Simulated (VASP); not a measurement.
# SiC3 (P4/mmm) in VASP: a series of runs, part 2 of 2

VASP 6.6.1. The steps go on from the part before.

## (3) Single point, PBE

This run uses another cell than the first one, of 24.05 Å³/atom.

Contents of INCAR:

```
SYSTEM = SiC3
  ALGO = Normal
  EDIFF = 1E-6
  ENCUT = 520
  GGA = PE
  ISIF = 2
  ISMEAR = 0
  LASPH = .True.
  LCHARG = .False.
  LREAL = .False.
  LWAVE = .False.
  NBANDS = 16
  NELM = 80
  PREC = Accurate
  SIGMA = 0.02
```

Contents of KPOINTS:

```
k-points
0
Gamma
  6 6 10
  0 0 0
```

Contents of POSCAR:

```
SiC3
1.0
    5.6100244776      0.0000000000      0.0000000000
    0.0000000000      5.6100244776      0.0000000000
    0.0000000000      0.0000000000      3.0562299656
Si C
1 3
Direct
    0.0000000000      0.0000000000      0.5000000000
    0.0000000000      0.0000000000      0.0000000000
    0.5000000000      0.5000000000      0.7134484192
    0.5000000000      0.5000000000      0.2865515808
```

Potentials or basis: VASP PAW PBE potentials, release 64 (Si, C).

Started as:

```console
$ cat potpaw_PBE.64/Si/POTCAR potpaw_PBE.64/C/POTCAR > POTCAR
$ mpirun -np 1 vasp_std > vasp.out
```

OUTCAR:

```text
SYSTEM = SiC3
   EDIFF = 1E-6
   ENCUT = 520
   GGA = PE
   ISIF = 2
   ISMEAR = 0
   LASPH = .True.
   LREAL = .False.
   NELM = 80
   PREC = Accurate

 ion  position               nearest neighbor table
   1  0.000  0.000  0.500-   2 1.53   2 1.53
   2  0.000  0.000  0.000-   1 1.53   1 1.53
   3  0.500  0.500  0.713-   4 1.30   4 1.75
   4  0.500  0.500  0.287-   3 1.30   3 1.75

  LATTYP: Found a simple tetragonal cell.
 ALAT       =     5.6100244776
 C/A-ratio  =     0.5447801481

  Lattice vectors:

 A1 = (   5.6100244776,   0.0000000000,   0.0000000000)
 A2 = (   0.0000000000,   5.6100244776,   0.0000000000)
 A3 = (   0.0000000000,   0.0000000000,   3.0562299656)

Analysis of symmetry for initial positions (statically):
=====================================================================
 Subroutine PRICEL returns:
 Original cell was already a primitive cell.

 Routine SETGRP: Setting up the symmetry group for a
 simple tetragonal supercell.

 Subroutine GETGRP returns: Found 16 space group operations
 (whereof 16 operations were pure point group operations)
 out of a pool of 16 trial point group operations.

The static configuration has the point symmetry D_4h.

Analysis of symmetry for dynamics (positions and initial velocities):
=====================================================================
 Subroutine PRICEL returns:
 Original cell was already a primitive cell.

 Routine SETGRP: Setting up the symmetry group for a
 simple tetragonal supercell.

 Subroutine GETGRP returns: Found 16 space group operations
 (whereof 16 operations were pure point group operations)
 out of a pool of 16 trial point group operations.

The dynamic configuration has the point symmetry D_4h.

 Subroutine INISYM returns: Found 16 space group operations
 (whereof 16 operations are pure point group operations),
 and found     1 'primitive' translations

[... 119 lines left out ...]
  volume/ion in A,a.u.               =      24.05       162.28
  Fermi-wavevector in a.u.,A,eV,Ry     =   0.900346  1.701408 11.029205  0.810624
  Thomas-Fermi vector in A             =   2.023293
   LORBIT       =      0    0 simple, 1 ext, 2 COOP (PROOUT), +10 PAW based schemes
   GGA     = PE    functional components
   LHFCALC =     F    Hartree Fock is set to
   AEXX    =    0.0000 exact exchange contribution
   IVDW    =     0    specifies the selected vdW correction
   LEPSILON=     F    determine dielectric tensor
   LRPA    =     F    only Hartree local field effects (RPA)
 non-spin polarized calculation
 Gauss-broadening in eV      SIGMA  =   0.02
  energy-cutoff  :      520.00
  volume of cell :       96.19
 maximum number of plane-waves:      2624
 NGX is ok and might be reduce to    42
   NGX = 21   NGY = 21   NGZ = 11

 number of electron      16.0000001 magnetization

 Free energy of the ion-electron system (eV)
  ---------------------------------------------------
  ext. energy  EPLUGINS =         0.00000000
  ---------------------------------------------------
  free energy    TOTEN  =       -24.28582842 eV

  energy without entropy =      -24.28582842  energy(sigma->0) =      -24.28582842

 E-fermi :  -0.8650     XC(G=0):  -6.6826

 val. band max:       -0.9676940484   @ k =   0.5000   0.0000   0.5000
 cond. band min:       0.1849694246   @ k =   0.0000   0.0000   0.0000
 fundamental gap:      1.1526634729
 Fermi energy:        -0.8650060425

 k-point     1 :       0.0000    0.0000    0.0000
  band No.  band energies     occupation
      1     -15.5948      2.00000
      2     -12.9654      2.00000
      3      -7.9268      2.00000
      4      -4.7753      2.00000
      5      -4.7753      2.00000
      6      -4.5859      2.00000
[... 433 lines left out ...]
      3      -9.0545      2.00000
      4      -5.9512      2.00000
      5      -4.2170      2.00000
      6      -4.1714      2.00000
[... 8 lines left out ...]
     15       6.7736      0.00000
     16       7.4272      0.00000

 [... further k-points ...]

------------------------ aborting loop because EDIFF is reached ----------------------------------------

  FORCE on cell =-STRESS in cart. coord.  units (eV):
  Direction    XX          YY          ZZ          XY          YZ          ZX
  --------------------------------------------------------------------------------------
  -------------------------------------------------------------------------------------
  Total        0.0120427      0.0120427     -0.0224156      0.0000000      0.0000000      0.0000000
  in kB        0.2005952      0.2005952     -0.3733755      0.0000000      0.0000000      0.0000000
  external PRESSURE =       0.0092717 kB  Pullay stress =       0.0000000 kB

 VOLUME and BASIS-vectors are now :
 -----------------------------------------------------------------------------
  energy-cutoff  :      520.00
  volume of cell :       96.19
      direct lattice vectors                 reciprocal lattice vectors
     5.610024478  0.000000000  0.000000000     0.178252342  0.000000000  0.000000000
     0.000000000  5.610024478  0.000000000     0.000000000  0.178252342  0.000000000
     0.000000000  0.000000000  3.056229966     0.000000000  0.000000000  0.327200509

 POSITION                                       TOTAL-FORCE (eV/Angst)
 -----------------------------------------------------------------------------------
      0.00000      0.00000      1.52811         0.000000      0.000000      0.000000
      0.00000      0.00000      0.00000         0.000000      0.000000      0.000000
      2.80501      2.80501      2.18046         0.000000      0.000000      0.066811
      2.80501      2.80501      0.87577         0.000000      0.000000     -0.066811
 -----------------------------------------------------------------------------------
    total drift:                                0.000000     -0.000000     -0.000000

  FREE ENERGIE OF THE ION-ELECTRON SYSTEM (eV)
  ---------------------------------------------------
  free  energy   TOTEN  =       -24.2858284157 eV

  energy  without entropy=      -24.2858284157  energy(sigma->0) =      -24.28582842
```

OSZICAR:

```text
N       E                     dE             d eps       ncg     rms          rms(c)
DAV:   1     0.524783538763E+02    0.52478E+02   -0.61967E+03  1920   0.811E+02
DAV:   2    -0.234494902901E+02   -0.75928E+02   -0.68020E+02  2752   0.151E+02
DAV:   3    -0.305302029995E+02   -0.70807E+01   -0.70064E+01  2408   0.476E+01
DAV:   4    -0.306523089839E+02   -0.12211E+00   -0.12202E+00  2360   0.786E+00
DAV:   5    -0.306545386054E+02   -0.22296E-02   -0.22294E-02  2456   0.100E+00    0.144E+01
DAV:   6    -0.245576321827E+02    0.60969E+01   -0.11599E+01  2088   0.185E+01    0.596E+00
DAV:   7    -0.243585315737E+02    0.19910E+00   -0.12831E+00  2304   0.612E+00    0.277E+00
DAV:   8    -0.242883983940E+02    0.70133E-01   -0.13072E-01  2392   0.215E+00    0.103E+00
DAV:   9    -0.242840216382E+02    0.43768E-02   -0.18787E-02  2504   0.930E-01    0.294E-01
DAV:  10    -0.242852612113E+02   -0.12396E-02   -0.39034E-03  2056   0.390E-01    0.117E-01
DAV:  11    -0.242857938054E+02   -0.53259E-03   -0.61502E-04  2160   0.172E-01    0.519E-02
DAV:  12    -0.242858160801E+02   -0.22275E-04   -0.74772E-05  2376   0.547E-02    0.174E-02
DAV:  13    -0.242858256461E+02   -0.95660E-05   -0.92980E-06  2200   0.203E-02    0.595E-03
DAV:  14    -0.242858282904E+02   -0.26443E-05   -0.25474E-06  2104   0.972E-03    0.144E-03
DAV:  15    -0.242858284157E+02   -0.12531E-06   -0.99703E-08  2144   0.222E-03
   1 F= -.24285828E+02 E0= -.24285828E+02  d E =-.223097E-15
```

stdout:

```text
POSCAR found type information on POSCAR SiC
 POSCAR found :  2 types and       4 ions
 scaLAPACK will be used
 LDA part: xc-table for (Slater+PW92), standard interpolation
 POSCAR, INCAR and KPOINTS ok, starting setup
 FFT: planning ... GRIDC
 FFT: planning ... GRID_SOFT
 FFT: planning ... GRID
 WAVECAR not read
 entering main loop
```

Run time: 97 s. Hardware: 1 thread of Intel Xeon 8259CL, shared host; peak memory 0.24 GiB.

What came out:

| Property | Result |
| --- | --- |
| Free energy | -24.2858 eV |
| Pressure | 0.0 GPa |
| Largest force | 0.067 eV/Å |
| Band gap on the k mesh | 1.15 eV (least direct gap 1.54 eV) |

Forces on the atoms (eV/Å):
```
Si   0.000  0.000  0.000
C    0.000  0.000  0.000
C    0.000  0.000  0.067
C    0.000  0.000 -0.067
```

A k mesh can miss the band edges.

## (4) Relaxation of cell and atoms, PBE

This run uses another cell than the first one, of 24.05 Å³/atom.

Contents of INCAR:

```
SYSTEM = SiC3
ALGO = Normal
EDIFF = 1E-7
EDIFFG = -0.01
ENCUT = 600
GGA = PE
IBRION = 2
ISIF = 3
ISMEAR = 0
LASPH = .True.
LCHARG = .False.
LREAL = .False.
LWAVE = .False.
NELM = 80
NSW = 100
PREC = Accurate
SIGMA = 0.02
```

KPOINTS is that of step 3.

POSCAR is that of step 3.

Potentials or basis: VASP PAW PBE potentials, release 64 (Si, C).

Started as:

```console
$ cat potpaw_PBE.64/Si/POTCAR potpaw_PBE.64/C/POTCAR > POTCAR
$ mpirun -np 1 vasp_std > vasp.out
```

OUTCAR:

```text
SYSTEM = SiC3
   EDIFF = 1E-7
   EDIFFG = -0.01
   ENCUT = 600
   GGA = PE
   IBRION = 2
   ISIF = 3
   ISMEAR = 0
   LASPH = .True.
   LREAL = .False.
   NELM = 80
   NSW = 100
   PREC = Accurate

 ion  position               nearest neighbor table
   1  0.000  0.000  0.500-   2 1.53   2 1.53
   2  0.000  0.000  0.000-   1 1.53   1 1.53
   3  0.500  0.500  0.713-   4 1.30   4 1.75
   4  0.500  0.500  0.287-   3 1.30   3 1.75

  LATTYP: Found a simple tetragonal cell.
 ALAT       =     5.6100244776
 C/A-ratio  =     0.5447801481

  Lattice vectors:

 A1 = (   5.6100244776,   0.0000000000,   0.0000000000)
 A2 = (   0.0000000000,   5.6100244776,   0.0000000000)
 A3 = (   0.0000000000,   0.0000000000,   3.0562299656)

Analysis of symmetry for initial positions (statically):
[... 353 lines left out ...]
      4      -4.7750      2.00000
      5      -4.7750      2.00000
      6      -4.5801      2.00000
      7      -3.0987      2.00000
      8      -3.0987      2.00000
      9       0.2117      0.00000
     10       1.9798      0.00000
     11       4.6702      0.00000
     12       5.9964      0.00000
[... 331 lines left out ...]
 k-point    24 :       0.5000    0.0000    0.2000
  band No.  band energies     occupation
      1     -15.2598      2.00000
      2     -12.4994      2.00000
      3      -9.0670      2.00000
      4      -5.9456      2.00000
      5      -4.2146      2.00000
      6      -4.1690      2.00000
      7      -2.8667      2.00000
      8      -2.7372      2.00000
      9       1.7035      0.00000
     10       3.5704      0.00000
     11       4.0827      0.00000
     12       4.1114      0.00000

 [... further k-points ...]

------------------------ aborting loop because EDIFF is reached ----------------------------------------

  FORCE on cell =-STRESS in cart. coord.  units (eV):
  Direction    XX          YY          ZZ          XY          YZ          ZX
  --------------------------------------------------------------------------------------
  -------------------------------------------------------------------------------------
  Total       -0.0196656     -0.0196656      0.0157472      0.0000000      0.0000000     -0.0000000
  in kB       -0.3278534     -0.3278534      0.2625282      0.0000000      0.0000000     -0.0000000
  external PRESSURE =      -0.1310595 kB  Pullay stress =       0.0000000 kB
[... 19 lines left out ...]
  FREE ENERGIE OF THE ION-ELECTRON SYSTEM (eV)
  ---------------------------------------------------
  free  energy   TOTEN  =       -24.2887562185 eV

  energy  without entropy=      -24.2887562185  energy(sigma->0) =      -24.28875622

 reached required accuracy - stopping structural energy minimisation
```

OSZICAR:

```text
N       E                     dE             d eps       ncg     rms          rms(c)
DAV:   1     0.696608169657E+02    0.69661E+02   -0.68597E+03  1440   0.121E+03
DAV:   2    -0.212823781291E+02   -0.90943E+02   -0.84120E+02  2116   0.194E+02
DAV:   3    -0.304062206544E+02   -0.91238E+01   -0.90420E+01  1692   0.672E+01
[... 40 lines left out ...]
DAV:   2    -0.242887616055E+02    0.75293E-05   -0.94502E-06  1768   0.268E-02    0.179E-02
DAV:   3    -0.242887567574E+02    0.48480E-05   -0.20010E-06  1700   0.115E-02    0.231E-03
DAV:   4    -0.242887563723E+02    0.38515E-06   -0.22516E-07  1584   0.328E-03    0.999E-04
DAV:   5    -0.242887562337E+02    0.13855E-06   -0.13690E-08   992   0.100E-03    0.461E-04
DAV:   6    -0.242887562185E+02    0.15242E-07   -0.28212E-09  1012   0.464E-04
   5 F= -.24288756E+02 E0= -.24288756E+02  d E =-.880570E-05
```

CONTCAR:

```text
SiC3
   1.00000000000000
     5.6093076319564128   -0.0000000000000000   -0.0000000000000000
     0.0000000000000000    5.6093076319564128   -0.0000000000000000
    -0.0000000000000000    0.0000000000000000    3.0543603552869643
  Si              C
     1     3
Direct
     0.0000000000000000    1.0000000000000000    0.5000000000000000
     0.0000000000000000    1.0000000000000000    0.0000000000000000
     0.5000000000000000    0.5000000000000000    0.7138315444056091
     0.5000000000000000    0.5000000000000000    0.2861684555943908

  0.00000000E+00  0.00000000E+00  0.00000000E+00
  0.00000000E+00  0.00000000E+00  0.00000000E+00
  0.00000000E+00  0.00000000E+00  0.00000000E+00
  0.00000000E+00  0.00000000E+00  0.00000000E+00
```

It took 4.7 min on 1 thread of Intel Xeon 8259CL, shared host; peak memory 0.27 GiB.

What came out:

* Free energy: -24.2888 eV
* Relaxed volume: 24.03 Å³/atom
* Relaxed cell: a = 5.609 Å, b = 5.609 Å, c = 3.054 Å, α = 90.00°, β = 90.00°, γ = 90.00°
* Space group after relaxing (to 0.1 Å): P4/mmm (No. 123)
* Energy gained by relaxing: 0.0 meV/atom
* Ionic steps: 5
* Pressure after relaxing: 0.0 GPa
* Band gap on the k mesh: 1.18 eV (least direct gap 1.52 eV)

The path:
```
step  energy change (eV)  largest force (eV/Å)  pressure (GPa)  volume (Å³)
   1              0.0000                0.0653           -0.07        96.19
   2              0.0002                0.1424           -0.04        96.04
   3             -0.0001                0.0143           -0.06        96.13
   4              0.0000                0.0610            0.18        95.99
   5             -0.0001                0.0009           -0.01        96.10
```

Final structure:
```
Si C
1.0
     5.60931    0.00000    0.00000
     0.00000    5.60931    0.00000
     0.00000    0.00000    3.05436
Si C
1 3
Direct
  0.00000 0.00000 0.50000
  0.00000 0.00000 0.00000
  0.50000 0.50000 0.71383
  0.50000 0.50000 0.28617
```

Levels at points of the mesh, in eV from the valence-band top:
```tsv
k point	band 4	band 5	band 6	band 7	band 8	band 9	band 10	band 11	band 12
(0.00, 0.00, 0.00)	-3.81	-3.81	-3.61	-2.13	-2.13	1.18	2.95	5.64	6.96
(0.50, 0.00, 0.00)	-3.77	-3.72	-3.61	-2.41	-2.28	1.18	3.72	6.24	6.96
(0.50, 0.50, 0.00)	-3.94	-3.94	-3.61	-2.13	-2.13	1.18	3.87	6.56	6.95
(0.00, 0.00, 0.50)	-7.90	-1.51	-1.51	-0.06	-0.06	1.70	1.70	2.88	2.88
(0.50, 0.00, 0.50)	-7.90	-1.52	-1.48	-0.06	0.00	1.52	1.60	2.45	2.79
(0.50, 0.50, 0.50)	-7.89	-1.56	-1.56	-0.17	-0.17	1.71	1.71	2.73	2.73
```

A k mesh can miss the band edges.

## (5) Single point, PBE

This run uses another cell than the first one, of 24.05 Å³/atom.

Contents of INCAR:

```
PREC = Accurate
ENCUT = 520
EDIFF = 1E-6
ISMEAR = 0
SIGMA = 0.1
LREAL = F
LASPH = T
NELM = 80
ALGO = Normal
ISIF = 2
LWAVE = F
LCHARG = F
GGA = PE
NBANDS = 16
```

Contents of KPOINTS:

```
Automatic mesh
0
Gamma
  14 14 14
```

POSCAR is that of step 4.

Started as:

```console
$ cat potpaw_PBE.64/Si/POTCAR potpaw_PBE.64/C/POTCAR > POTCAR
$ mpirun -np 1 vasp_std > vasp.out
```

Run time: 8.9 min. Hardware: 1 thread of Intel Xeon 8259CL, shared host; peak memory 0.47 GiB.

The run converged. Its results:

* Free energy: -24.2858 eV
* Pressure: 0.0 GPa
* Largest force: 0.063 eV/Å
* Band gap on the k mesh: 1.15 eV (least direct gap 1.54 eV)

Forces on the atoms (eV/Å):
```
Si   0.000  0.000  0.000
C    0.000  0.000  0.000
C    0.000  0.000  0.063
C    0.000  0.000 -0.063
```

Levels at points of the mesh, in eV from the valence-band top:
```
           k point  band 6  band 7  band 8  band 9  band 10  band 11
(0.00, 0.00, 0.00)   -3.62   -2.13   -2.13    1.15     2.94     5.63
(0.50, 0.00, 0.00)   -3.62   -2.41   -2.28    1.15     3.71     6.24
(0.50, 0.50, 0.00)   -3.62   -2.13   -2.13    1.15     3.85     6.56
(0.00, 0.00, 0.50)   -1.52   -0.06   -0.06    1.72     1.72     2.88
(0.50, 0.00, 0.50)   -1.50   -0.06    0.00    1.54     1.62     2.44
(0.50, 0.50, 0.50)   -1.58   -0.17   -0.17    1.72     1.72     2.72
```

## (6) Overview

| task | cell | k mesh | cutoff (eV) | smearing | gap on the mesh (eV) | pressure (GPa) | relaxed volume (Å³/atom) | largest force (eV/Å) |
| --- | --- | --- | --- | --- | --- | --- | --- | --- |
| relaxation of cell and atoms | relaxed from a = 3.424, b = 3.424, c = 3.390 Å, 4 atoms, atomic positions A | 6 × 6 × 6 | 600 | gaussian 0.1 eV | none | 0.1 | 10.82 | 0.01 |
| single point | a = 5.610, b = 5.610, c = 3.056 Å, 4 atoms, atomic positions B | 6 × 6 × 10 | 520 | gaussian 0.02 eV | 1.15 | 0.0 | - | 0.07 |
| relaxation of cell and atoms | relaxed from a = 5.610, b = 5.610, c = 3.056 Å, 4 atoms, atomic positions B | 6 × 6 × 10 | 600 | gaussian 0.02 eV | 1.18 | 0.0 | 24.03 | - |
| single point | a = 5.610, b = 5.610, c = 3.056 Å, 4 atoms, atomic positions B | 14 × 14 × 14 | 520 | gaussian 0.1 eV | 1.15 | 0.0 | - | 0.06 |

Alike in all rows: level PBE; potentials or basis VASP PAW PBE potentials, release 64 (Si, C); no spin polarisation.

Absolute energies hang on the potentials; compare differences alone.

The gap in the log of VASP goes by the Fermi energy; the results here count the filled bands.